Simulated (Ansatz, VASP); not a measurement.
InSe in VASP and in Ansatz

```
In Se
1.0
     4.05000    0.00000    0.00000
    -2.02500    3.50740    0.00000
     0.00000    0.00000   16.93000
In Se
4 4
Direct
  0.33333 0.66667 0.16729
  0.66667 0.33333 0.66729
  0.33333 0.66667 0.33271
  0.66667 0.33333 0.83271
  0.33333 0.66667 0.59180
  0.66667 0.33333 0.09180
  0.33333 0.66667 0.90820
  0.66667 0.33333 0.40820
```

Alike in both runs: functional PBE; k mesh 13 × 13 × 3; occupations fermi-dirac, width 0.05 eV; no spin polarisation.

Ansatz relaxed the structure, and its values are those at the end. VASP's run is a single point on that final structure, the one shown.

|  | VASP | Ansatz |
| --- | --- | --- |
| version | VASP 6.6.1 | Ansatz 0.2.0 |
| potentials or method | VASP PAW PBE potentials, release 64 (In_d, Se) | plane-wave PAW, scalar-relativistic |
| plane-wave cutoff (eV) | 520 | 420 |
| valence electrons in the cell | 76 | 116 |

```tsv
	VASP	Ansatz	Ansatz less VASP
pressure (GPa)	1.3	1.3	-0.04
rms of the force components (eV/Å)	0.011	0.003	-0.0079
```

VASP's potentials hold 76 valence electrons a cell and Ansatz's 116, so a difference there can come from the potentials and not from the codes. Ansatz's warnings: stress scf threshold loose.
